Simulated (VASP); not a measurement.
The system is W.

```
W
1.0
     1.58000    1.58000    1.58000
    -1.58000    1.58000    1.58000
    -1.58000   -1.58000    1.58000
W
1
Direct
  0.00000 0.00000 0.00000
```

```yaml
Program: VASP 6.6.1
Task: relaxation of cell and atoms
Functional: PBE
Potentials_or_basis: VASP PAW PBE potentials, release 64 (W_sv)
Cutoff: 600 eV
k_mesh: 10 × 10 × 10
Occupations: fermi-dirac, width 0.1 eV
Spin: no spin polarisation
```

At the start: pressure 8.1 GPa; volume 15.78 Å³/atom.

How do energy, volume and symmetry change on relaxing?

Over 4 steps the energy falls by 9.9 meV/atom and the volume is 16.18 Å³/atom (+2.5 %); space group Im-3m (No. 229, to 0.05 Å).

Step by step:
| step | energy change (eV) | largest force (eV/Å) | pressure (GPa) | volume (Å³) |
| --- | --- | --- | --- | --- |
| 1 | 0.0000 | 0.0000 | 8.12 | 15.78 |
| 2 | 0.1038 | 0.0000 | -22.46 | 17.68 |
| 3 | -0.0099 | 0.0000 | -0.28 | 16.19 |
| 4 | -0.0099 | 0.0000 | -0.03 | 16.18 |

Final structure:
```yaml
crystal:
  lattice:
    - [1.59330, 1.59330, 1.59330]
    - [-1.59330, 1.59330, 1.59330]
    - [-1.59330, -1.59330, 1.59330]
  atoms:
    - { symbol: W, position: [0.00000, 0.00000, 0.00000] }
```
